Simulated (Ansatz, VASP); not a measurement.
# One calculation of Y, two programs

```
Y
1.0
     3.68085    0.00000    0.00000
    -1.84042    3.18771    0.00000
     0.00000    0.00000    5.72065
Y
2
Direct
  0.33333 0.66667 0.25000
  0.66667 0.33333 0.75000
```

Alike in both runs: task single point; functional r2SCAN; k mesh 10 × 10 × 6; occupations fermi-dirac, width 0.1 eV; no spin polarisation.

```csv
,VASP,Ansatz
version,VASP 6.6.1,Ansatz 0.2.0
potentials or method,"VASP PAW PBE potentials, release 64 (Y_sv), cutoff 520 eV","plane waves (600 eV) with PAW, scalar-relativistic"
valence electrons in the cell,22,22
```

|  | VASP | Ansatz | Ansatz less VASP |
| --- | --- | --- | --- |
| pressure (GPa) | 0.0 | 0.0 | 0.00 |

VASP's potentials were made for PBE, not for r2SCAN.
